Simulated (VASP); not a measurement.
Write the native input for VASP 6.6.1 that does the following.

* Task: electric field gradients
* Functional: PBEsol
* Potentials or basis: VASP PAW PBE potentials, release 64 (W_sv, Se)
* Cutoff: 520 eV
* k mesh: 11 × 11 × 3
* Occupations: fermi-dirac, width 0.08 eV
* Spin: no spin polarisation
* Dipole correction: no
* Further INCAR settings: ALGO = Normal; EDIFF = 1e-08; NBANDS = 35

The structure of WSe2 lies in POSCAR:

```
WSe2
1.0
    3.2899984505     -0.0164499922     -0.0164499922
   -1.6592453364      2.8574472326     -0.0060211151
   -0.0648500000     -0.0648500000     12.9700000000
W Se
2 4
Direct
    0.3333333333      0.6666666667      0.2500000000
    0.6666666667      0.3333333333      0.7500000000
    0.3333333333      0.6666666667      0.6210000000
    0.6666666667      0.3333333333      0.1210000000
    0.3333333333      0.6666666667      0.8790000000
    0.6666666667      0.3333333333      0.3790000000
```

This cell differs from its parent crystal: equal xy, yz and zx shear strains of -1 %.

The input as run:

INCAR

```
PREC = Accurate
ENCUT = 520
EDIFF = 1E-8
ISMEAR = -1
SIGMA = 0.08
LREAL = F
LASPH = T
NELM = 100
ALGO = Normal
ISIF = 2
LWAVE = F
LCHARG = F
GGA = PS
LEFG = T
NBANDS = 35
```

KPOINTS

```
Automatic mesh
0
Gamma
  11 11 3
```

Potentials or basis: VASP PAW PBE potentials, release 64 (W_sv, Se).

The run is started by

```sh
$ cat potpaw_PBE.64/W_sv/POTCAR potpaw_PBE.64/Se/POTCAR > POTCAR
$ mpirun -np 1 vasp_std > vasp.out
```

It gave:

The pressure is -0.8 GPa, the largest force is 0.236 eV/Å and the band gap on the k mesh is 0.91 eV (least direct gap 1.72 eV). The largest electric field gradient by atom is W -154.9; Se -75.3, -75.8 (each value once) V/Å².

Caveat: the cell differs from its parent crystal (equal xy, yz and zx shear strains of -1 %); without QUAD_EFG the Cq values of the log hold for a quadrupole moment of 1 mb, not for the nuclei; the PAW data sets were made with another functional, which shifts forces and pressure a little; spin-orbit coupling is left out, which moves the levels of the heavy elements; an odd mesh through Γ misses points on the zone boundary, where band edges can lie.

Wall time 15 min on 1 thread of Oxide Virtual Turin-like Processor, with other jobs on the host, peak memory 0.67 GiB.
